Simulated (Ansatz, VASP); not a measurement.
# NaH in VASP and in Ansatz

File INCAR:

```
SYSTEM = NaH
PREC = Accurate
ENCUT = 520
EDIFF = 1E-6
ISMEAR = 0
SIGMA = 0.05
LREAL = .False.
LASPH = .True.
NELM = 100
ALGO = Normal
ISIF = 2
LWAVE = .False.
LCHARG = .False.
GGA = PE
NBANDS = 11
```

File KPOINTS:

```
regular mesh
0
Gamma
  10 10 10
  0 0 0
```

The input POSCAR:

```
NaH
1.0
    2.9551240000      0.0000000000      0.0000000000
    0.0000000000      2.9551240000      0.0000000000
    0.0000000000      0.0000000000      2.8073678000
Na H
1 1
Direct
    0.0000000000      0.0000000000      0.0000000000
    0.5000000000      0.5000000000      0.5000000000
```

Input for Ansatz:

```yaml
crystal:
  lattice:
    - [2.955124, 0.0, 0.0]
    - [0.0, 2.955124, 0.0]
    - [0.0, 0.0, 2.8073678]
  atoms:
    - { symbol: Na, position: [0.0, 0.0, 0.0] }
    - { symbol: H, position: [0.5, 0.5, 0.5] }
basis:
  ecutwfc: 420
kpoints:
  mp_grid: { grid: [10, 10, 10] }
hamiltonian:
  xc: pbe
scf:
  occupations: { method: gaussian, width: 0.05 }
output:
  forces: true
  stress: true
  eigenvalues: true
```

Change from the starting cell: strain +0.000 along x and y, -0.050 along z, atoms carried along.

Alike in both runs: task single point; functional PBE; k mesh 10 × 10 × 10; occupations gaussian, width 0.05 eV; no spin polarisation.

|  | VASP | Ansatz |
| --- | --- | --- |
| version | VASP 6.6.1 | Ansatz 0.2.0 |
| potentials or method | VASP PAW PBE potentials, release 64 (Na_pv, H), cutoff 520 eV | scalar-relativistic, plane waves, PAW |
| valence electrons in the cell | 8 | 10 |

```csv
,VASP,Ansatz,Ansatz less VASP
gap on the k mesh at the Fermi level (eV),0.85,0.85,+0.003
least direct gap on the mesh (eV),4.53,4.54,+0.006
pressure (GPa),1.6,1.6,+0.07
"traceless stress, the component that is largest in VASP (GPa)",4.14,4.14,-0.006
```

VASP's potentials hold 8 valence electrons a cell and Ansatz's 10, so a difference there can come from the potentials and not from the codes.
